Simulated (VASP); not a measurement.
# Al11Cu5 (P1) in VASP: single point with PBE

Aim: the single point of Al11Cu5 with PBE.

All numbers are computed with VASP 6.6.1; they aren't measurements. Logs are shortened: lines on timing, memory, paths and dates and some standing lists are left out, and cuts for length are marked.

## 1. The cell of the first run

The typed cell holds 16 atoms: a = 6.803 Å, b = 6.724 Å, c = 6.739 Å, α = 109.08°, β = 110.14°, γ = 109.49°.

## 2. Single point, PBE

INCAR

```
PREC = Accurate
ENCUT = 520
EDIFF = 1E-6
ISMEAR = 0
SIGMA = 0.1
LREAL = Auto
LASPH = True
NELM = 80
ALGO = Fast
ISIF = 2
LWAVE = False
LCHARG = True
GGA = PE
LELF = True
LVHAR = True
NBANDS = 58
```

KPOINTS

```
Automatic mesh
0
Gamma
  6 6 6
```

POSCAR

```
Al11Cu5
1.0
   -3.9396220000      3.9382520000     -3.9046230000
    3.8986800000      3.8699050000      3.8772180000
    3.9116010000     -3.9108470000     -3.8491970000
Al Cu
11 5
Direct
    0.9951876857      0.2395694263      0.7370954706
    0.5006045625      0.9940974655      0.5013402530
    0.7526596741      0.5031906683      0.7494122432
    0.2465914479      0.2551060412      0.5001479964
    0.5101723232      0.2554169308      0.2564186605
    0.9950465399      0.9941858644      0.9940239562
    0.2519824756      0.5031132605      0.2550824279
    0.9997288320      0.7524044150      0.2710811473
    0.7453216233      0.2391681132      0.0035909529
    0.5057425671      0.5098066163      0.0055165419
    0.2543789899      0.7526927207      0.9825809554
    0.2565055662      0.0116920088      0.7562755903
    0.5028355158      0.7466800985      0.7495400287
    0.9982797398      0.4950518983      0.4981050384
    0.7491870249      0.9970182464      0.2493046197
    0.7454577675      0.7469734025      0.4986829562
```

Potentials or basis: VASP PAW PBE potentials, release 64 (Al, Cu).

On the command line:

```console
cat potpaw_PBE.64/Al/POTCAR potpaw_PBE.64/Cu/POTCAR > POTCAR
mpirun -np 1 vasp_std > vasp.out
```

OUTCAR:

```text
PREC = Accurate
   ENCUT = 520
   EDIFF = 1E-6
   ISMEAR = 0
   LREAL = Auto
   LASPH = True
   NELM = 80
   ISIF = 2
   GGA = PE

 ion  position               nearest neighbor table
   1  0.995  0.240  0.737-  15 2.67  12 2.70  16 2.71  14 2.71   4 2.71   2 2.73   6 2.75   3 2.80
                            11 2.82  10 2.82   7 2.84   9 2.87
   2  0.501  0.994  0.501-   7 2.70  16 2.72  13 2.72   1 2.73   9 2.75   8 2.77  12 2.77   5 2.78
                            15 2.78   3 2.80   4 2.84  11 2.85
   3  0.753  0.503  0.749-   6 2.70   5 2.70  16 2.71  13 2.72  14 2.76  11 2.77  10 2.79   4 2.79
                             1 2.80   2 2.80   9 2.84   8 2.86
   4  0.247  0.255  0.500-  14 2.70  13 2.70   7 2.70   1 2.71  12 2.74  15 2.75   8 2.77  10 2.77
                             6 2.78   3 2.79   5 2.82   2 2.84
   5  0.510  0.255  0.256-  14 2.70  16 2.70   3 2.70   9 2.71  12 2.74  15 2.75  11 2.77  10 2.77
                             2 2.78   7 2.79   4 2.82   6 2.84
   6  0.995  0.994  0.994-   3 2.70  16 2.72  13 2.72   9 2.73   1 2.75  11 2.77  12 2.77   4 2.78
                            15 2.78   7 2.80   5 2.84   8 2.85
   7  0.252  0.503  0.255-   2 2.70   4 2.70  13 2.71  16 2.73  14 2.76   8 2.77  10 2.79   5 2.79
                             6 2.80   9 2.80   1 2.84  11 2.86
   8  1.000  0.752  0.271-  14 2.66  12 2.66  16 2.68  10 2.73  15 2.74   4 2.77   2 2.77   7 2.77
                             9 2.82   6 2.85   3 2.86  11 3.02
   9  0.745  0.239  0.004-  15 2.67  12 2.70  13 2.71   5 2.71  14 2.71   6 2.73   2 2.75   7 2.80
                            10 2.82   8 2.82   3 2.84   1 2.87
  10  0.506  0.510  0.006-  15 2.68  13 2.70  16 2.70   8 2.73  11 2.73  12 2.74   5 2.77   4 2.77
                             3 2.79   7 2.79   9 2.82   1 2.82
  11  0.254  0.753  0.983-  14 2.66  12 2.66  13 2.68  10 2.73  15 2.73   5 2.77   6 2.77   3 2.77
                             1 2.82   2 2.85   7 2.86   8 3.02
  12  0.257  0.012  0.756-   8 2.66  11 2.66   9 2.70   1 2.70  10 2.74   4 2.74   5 2.74   2 2.77
                             6 2.77
  13  0.503  0.747  0.750-  11 2.68   4 2.70  10 2.70   9 2.71   7 2.71   2 2.72   6 2.72   3 2.72
                            16 2.74  15 2.74  14 2.79
  14  0.998  0.495  0.498-   8 2.66  11 2.66   5 2.70   4 2.70   1 2.71   9 2.71  15 2.74   7 2.76
                             3 2.76  13 2.79  16 2.79
  15  0.749  0.997  0.249-   1 2.67   9 2.67  10 2.68  11 2.73  14 2.74   8 2.74  16 2.74  13 2.74
                             4 2.75   5 2.75   2 2.78   6 2.78
  16  0.745  0.747  0.499-   8 2.68   5 2.70  10 2.70   1 2.71   3 2.71   6 2.72   2 2.72   7 2.73
                            15 2.74  13 2.74  14 2.79

  LATTYP: Found a triclinic cell.
 ALAT       =     6.7237407647
 B/A-ratio  =     1.6308329328
 C/A-ratio  =     1.9169457215
 COS(alpha) =     0.0008404285
 COS(beta)  =     0.5255119856
 COS(gamma) =     0.8140399554

  Lattice vectors:

 A1 = (  -3.8986800000,  -3.8699050000,  -3.8772180000)
 A2 = (   0.0129210000,  -7.7807520000,  -7.7264150000)
 A3 = ( -11.6809400000,  -3.8563680000,   3.8485810000)

Analysis of symmetry for initial positions (statically):
=====================================================================
 Subroutine PRICEL returns:
 Original cell was already a primitive cell.

 Routine SETGRP: Setting up the symmetry group for a
 triclinic supercell.

 Subroutine GETGRP returns: Found  1 space group operations
 (whereof  1 operations were pure point group operations)
 out of a pool of  2 trial point group operations.

The static configuration has the point symmetry C_1 .

Analysis of symmetry for dynamics (positions and initial velocities):
=====================================================================
 Subroutine PRICEL returns:
 Original cell was already a primitive cell.

 Routine SETGRP: Setting up the symmetry group for a
 triclinic supercell.

 Subroutine GETGRP returns: Found  1 space group operations
 (whereof  1 operations were pure point group operations)
 out of a pool of  2 trial point group operations.

The dynamic configuration has the point symmetry C_1 .

 Subroutine INISYM returns: Found  1 space group operations
 (whereof  1 operations are pure point group operations),
 and found     1 'primitive' translations

----------------------------------------------------------------------------------------

                                     Primitive cell

  volume of cell :     236.4166

  direct lattice vectors                    reciprocal lattice vectors
    -3.939622000  3.938252000 -3.904623000     0.001130122  0.127626037 -0.128521693
     3.898680000  3.869905000  3.877218000     0.128711298  0.128746056 -0.000010103
     3.911601000 -3.910847000 -3.849197000     0.128501882  0.000219518 -0.129432297

  length of vectors
     6.802685579  6.723740765  6.738817714     0.181128430  0.182049843  0.182388326

  position of ions in fractional coordinates (direct lattice)
     0.995187686  0.239569426  0.737095471
     0.500604563  0.994097465  0.501340253
     0.752659674  0.503190668  0.749412243
     0.246591448  0.255106041  0.500147996
     0.510172323  0.255416931  0.256418661
     0.995046540  0.994185864  0.994023956
[... 8 lines left out ...]
     0.749187025  0.997018246  0.249304620
     0.745457767  0.746973402  0.498682956

  ion indices of the primitive-cell ions
   primitive index   ion index
                 1           1
                 2           2
                 3           3
                 4           4
                 5           5
                 6           6
[... 8 lines left out ...]
                15          15
                16          16

----------------------------------------------------------------------------------------

 KPOINTS: Automatic mesh

Automatic generation of k-mesh.
 Grid dimensions read from file:
 generate k-points for:    6    6    6

 Generating k-lattice:

  Cartesian coordinates                     Fractional coordinates (reciprocal lattice)
     0.000188354  0.021271006 -0.021420282     0.166666667  0.000000000  0.000000000
     0.021451883  0.021457676 -0.000001684     0.000000000  0.166666667 -0.000000000
     0.021416980  0.000036586 -0.021572050     0.000000000  0.000000000  0.166666667

  Length of vectors
     0.030188072  0.030341640  0.030398054

  Shift w.r.t. Gamma in fractional coordinates (k-lattice)
     0.000000000  0.000000000  0.000000000

 Subroutine IBZKPT returns following result:
 ===========================================

 Found    112 irreducible k-points:

 Following reciprocal coordinates:
            Coordinates               Weight
  0.000000  0.000000  0.000000      1.000000
  0.166667 -0.000000  0.000000      2.000000
  0.333333 -0.000000 -0.000000      2.000000
  0.500000 -0.000000 -0.000000      1.000000
 -0.000000  0.166667  0.000000      2.000000
  0.166667  0.166667  0.000000      2.000000
[... 16 lines left out ...]
  0.333333  0.000000  0.166667      2.000000
  0.500000  0.000000  0.166667      2.000000
 [... further k-points ...]
   k-points           NKPTS =    112   k-points in BZ     NKDIM =    112   number of bands    NBANDS=     58
   number of dos      NEDOS =    301   number of ions     NIONS =     16
   total plane-waves  NPLWV = 135000
   dimension x,y,z NGX =    54 NGY =   50 NGZ =   50
   dimension x,y,z NGXF=   108 NGYF=  100 NGZF=  100
   ions per type =              11   5
   NGX,Y,Z   is equivalent  to a cutoff of  13.20, 12.36, 12.33 a.u.
   NGXF,Y,Z  is equivalent  to a cutoff of  26.39, 24.73, 24.67 a.u.
 SYSTEM =  unknown system
   PREC   = accura    normal or accurate (medium, high low for compatibility)
   ISTART =      0    job   : 0-new  1-cont  2-samecut
   ICHARG =      2    charge: 1-file 2-atom 10-const
   ISPIN  =      1    spin polarized calculation?
   LNONCOLLINEAR =      F non collinear calculations
   LSORBIT =      F    spin-orbit coupling
   LASPH  =      T    aspherical Exc in radial PAW
   ENCUT  =  520.0 eV  38.22 Ry    6.18 a.u.  12.65 12.50 12.53*2*pi/ulx,y,z
   NELM   =     80;   NELMIN=  2; NELMDL= -5     # of ELM steps
   EDIFF  = 0.1E-05   stopping-criterion for ELM
   LREAL  =      T    real-space projection
   EDIFFG = 0.1E-04   stopping-criterion for IOM
   NSW    =      0    number of steps for IOM
   IBRION =     -1    ionic relax: 0-MD 1-quasi-New 2-CG
   NFREE  =      0    steps in history (QN), initial steepest desc. (CG)
   ISIF   =      2    stress and relaxation
   ISYM   =      2    0-nonsym 1-usesym 2-fastsym
   POTIM  = 0.5000    time-step for ionic-motion
   TEBEG  =    0.0;   TEEND  =   0.0 temperature during run
   PSTRESS=    0.0 pullay stress
   NELECT =      88.0000    total number of electrons
   NUPDOWN=      -1.0000    fix difference up-down
   EMIN   =  10.00;   EMAX   =-10.00  energy-range for DOS
   EFERMI =   0.00;   METHOD = LEGACY
   ISMEAR =     0;   SIGMA  =   0.10  broadening in eV -4-tet -1-fermi 0-gaus
   EFERMI_NEDOS =   21; number of points for ismear=-14 and -15
   IALGO  =     68    algorithm
   IMIX   =      4    mixing-type and parameters
     AMIX     =   0.40;   BMIX     =  1.00
     AMIX_MAG =   1.60;   BMIX_MAG =  1.00
  volume/ion in A,a.u.               =      14.78        99.71
  Fermi-wavevector in a.u.,A,eV,Ry     =   1.177632  2.225402 18.868803  1.386818
  Thomas-Fermi vector in A             =   2.313975
   LORBIT       =      0    0 simple, 1 ext, 2 COOP (PROOUT), +10 PAW based schemes
   GGA     = PE    functional components
   LHFCALC =     F    Hartree Fock is set to
   AEXX    =    0.0000 exact exchange contribution
   IVDW    =     0    specifies the selected vdW correction
   LEPSILON=     F    determine dielectric tensor
   LRPA    =     F    only Hartree local field effects (RPA)
 non-spin polarized calculation
 RMM-DIIS sequential band-by-band and
 Gauss-broadening in eV      SIGMA  =   0.10
  energy-cutoff  :      520.00
  volume of cell :      236.42
 maximum number of plane-waves:      6409
 NGX is ok and might be reduce to    54
   NGX = 25   NGY = 25   NGZ = 25

 number of electron      88.0000000 magnetization

 Free energy of the ion-electron system (eV)
  ---------------------------------------------------
  ext. energy  EPLUGINS =         0.00000000
  ---------------------------------------------------
  free energy    TOTEN  =       -60.97402583 eV

  energy without entropy =      -60.95404585  energy(sigma->0) =      -60.96403584

 E-fermi :   8.2688     XC(G=0): -10.8935

 val. band max:        8.2616250330   @ k =   0.1667   0.1667   0.3333
 cond. band min:       8.2689057314   @ k =   0.0000  -0.3333   0.3333
 fundamental gap:      0.0072806984
 Fermi energy:         8.2688224541

 k-point     1 :       0.0000    0.0000    0.0000
  band No.  band energies     occupation
      1      -2.8529      2.00000
      2       1.3427      2.00000
      3       1.3896      2.00000
      4       1.4399      2.00000
      5       1.5070      2.00000
      6       1.5519      2.00000
[... 48 lines left out ...]
     55      11.6817      0.00000
     56      11.9260      0.00000

 k-point     2 :       0.1667   -0.0000    0.0000
  band No.  band energies     occupation
      1      -2.7188      2.00000
      2       0.3221      2.00000
      3       0.8899      2.00000
      4       1.1687      2.00000
      5       1.3403      2.00000
      6       1.4083      2.00000
[... 48 lines left out ...]
     55      11.7402      0.00000
     56      11.9620      0.00000
[... 1237 lines left out ...]
     55      11.5525      0.00000
     56      12.1839      0.00000

 k-point    24 :       0.5000    0.0000    0.1667
  band No.  band energies     occupation
      1      -1.9421      2.00000
      2      -1.1357      2.00000
      3      -0.2824      2.00000
      4       0.5580      2.00000
      5       1.1851      2.00000
      6       1.7759      2.00000
[... 48 lines left out ...]
     55      11.3759      0.00000
     56      12.1154      0.00000

 [... further k-points ...]

 [bands above 56 left out]

------------------------ aborting loop because EDIFF is reached ----------------------------------------

  FORCE on cell =-STRESS in cart. coord.  units (eV):
  Direction    XX          YY          ZZ          XY          YZ          ZX
  --------------------------------------------------------------------------------------
  -------------------------------------------------------------------------------------
  Total        0.1223419      0.1571174     -0.1005042      0.3034797      0.0054200     -0.0092594
  in kB        0.8291015      1.0647728     -0.6811094      2.0566587      0.0367307     -0.0627501
  external PRESSURE =       0.4042550 kB  Pullay stress =       0.0000000 kB

 VOLUME and BASIS-vectors are now :
 -----------------------------------------------------------------------------
  energy-cutoff  :      520.00
  volume of cell :      236.42
      direct lattice vectors                 reciprocal lattice vectors
    -3.939622000  3.938252000 -3.904623000     0.001130122  0.127626037 -0.128521693
     3.898680000  3.869905000  3.877218000     0.128711298  0.128746056 -0.000010103
     3.911601000 -3.910847000 -3.849197000     0.128501882  0.000219518 -0.129432297

 POSITION                                       TOTAL-FORCE (eV/Angst)
 -----------------------------------------------------------------------------------
     -0.10344      1.96374     -5.79420        -0.119148     -0.027028      0.034760
      3.86452      3.85790     -0.03010        -0.051381     -0.059555     -0.090586
      1.92799      1.98063     -3.87251         0.012044      0.108863      0.074998
      1.97948      0.00237     -1.89891         0.074420     -0.071345      0.023482
     -0.01109      1.99481     -1.98873        -0.070540      0.068789     -0.022377
      3.84413      3.87867     -3.85680        -0.060899     -0.052590      0.089502
[... 8 lines left out ...]
      1.91072      5.83386     -0.01926        -0.004508      0.000477      0.000494
      1.92604      3.87624     -1.93408        -0.001137     -0.003768     -0.034756
 -----------------------------------------------------------------------------------
    total drift:                                0.005485      0.001325      0.001059

  FREE ENERGIE OF THE ION-ELECTRON SYSTEM (eV)
  ---------------------------------------------------
  free  energy   TOTEN  =       -60.9740258333 eV

  energy  without entropy=      -60.9540458548  energy(sigma->0) =      -60.96403584
```

Wall time 69 min (1 thread of Oxide Virtual Turin-like, shared host); peak memory 0.95 GiB.

Results:

```
Free energy            : -60.9740 eV
Pressure               : 0.0 GPa
Largest force          : 0.177 eV/Å
Band gap on the k mesh : zero (bands 44 and 45 overlap by 1.45 eV)
```

Forces in eV/Å, atoms in the order of the input:
```
Al  -0.119 -0.027  0.035
Al  -0.051 -0.060 -0.091
Al   0.012  0.109  0.075
Al   0.074 -0.071  0.023
Al  -0.071  0.069 -0.022
Al  -0.061 -0.053  0.090
Al   0.108  0.010 -0.069
Al   0.155 -0.074 -0.041
Al  -0.031 -0.113 -0.042
Al   0.046  0.036  0.003
Al  -0.078  0.152  0.041
Cu   0.019  0.016 -0.001
Cu  -0.004  0.003  0.036
Cu   0.006  0.006 -0.001
Cu  -0.005  0.000  0.000
Cu  -0.001 -0.004 -0.035
```

Levels at points of the mesh, in eV from the Fermi level:
```
           k point  band 41  band 42  band 43  band 44  band 45  band 46  band 47  band 48
(0.00, 0.00, 0.00)    -2.09     0.29     0.37     0.45     1.81     2.05     2.24     2.30
(0.50, 0.00, 0.00)    -1.93    -1.31    -1.04    -0.46    -0.25     0.19     0.31     1.17
(0.00, 0.50, 0.00)    -1.99    -0.82    -0.73    -0.52    -0.18     0.10     0.28     0.98
(0.50, 0.50, 0.00)    -1.93    -1.30    -1.04    -0.46    -0.25     0.19     0.31     1.17
(0.00, 0.00, 0.50)    -1.60    -1.29    -1.12    -0.46    -0.26     0.23     0.54     0.85
(0.50, 0.00, 0.50)    -1.80    -1.23    -0.89    -0.47    -0.35    -0.10     0.31     0.69
(0.00, 0.50, 0.50)    -1.60    -1.30    -1.12    -0.46    -0.27     0.23     0.55     0.85
(0.50, 0.50, 0.50)    -0.02     0.26     0.29     0.32     0.36     0.62     0.64     1.02
```
